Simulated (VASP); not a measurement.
## HfH2: single point with r2SCAN+D3(BJ)

HfH2:

```
CELL_PARAMETERS angstrom
-1.70952 1.70952 2.14354
1.70952 -1.70952 2.14354
1.70952 1.70952 -2.14354
ATOMIC_POSITIONS crystal
Hf 0.00000 0.00000 0.00000
H 0.75000 0.25000 0.50000
H 0.25000 0.75000 0.50000
```

- Program: VASP 6.6.1
- Task: single point
- Functional: r2SCAN
- Dispersion: D3(BJ)
- Potentials or basis: VASP PAW PBE potentials, release 64 (Hf_pv, H)
- Cutoff: 520 eV
- k mesh: 12 × 12 × 12
- Occupations: gaussian, width 0.05 eV
- Spin: no spin polarisation

```
Pressure                   : 2.0 GPa
Band gap on the k mesh     : zero (bands 6 and 7 overlap by 1.14 eV)
Dispersion energy per atom : -0.113 eV
```

Stress tensor (GPa, compression positive):
```
2.53 0.00 0.00
0.00 2.53 0.00
0.00 0.00 1.01
```

Levels at points of the mesh, in eV from the Fermi level:
| k point | band 3 | band 4 | band 5 | band 6 | band 7 | band 8 | band 9 | band 10 |
| --- | --- | --- | --- | --- | --- | --- | --- | --- |
| (0.00, 0.00, 0.00) | -32.09 | -12.27 | -1.80 | -0.51 | -0.51 | 0.50 | 2.05 | 3.58 |
| (0.50, 0.00, 0.00) | -32.15 | -9.21 | -5.85 | -0.91 | 0.70 | 4.24 | 4.58 | 5.25 |
| (0.50, 0.50, 0.00) | -32.27 | -7.42 | -6.41 | -4.57 | 4.39 | 4.64 | 5.75 | 6.93 |
| (0.50, 0.50, 0.50) | -32.46 | -8.51 | -4.94 | -4.22 | 4.96 | 5.11 | 5.11 | 6.01 |

It took 3.3 min on 1 thread of Intel Xeon 8259CL, with other jobs on the host, peak memory 0.2 GiB.

Caveat: three body term missing; the PAW data sets were made with another functional, which shifts forces and pressure a little; spin-orbit coupling is left out, which moves the levels of the heavy elements.
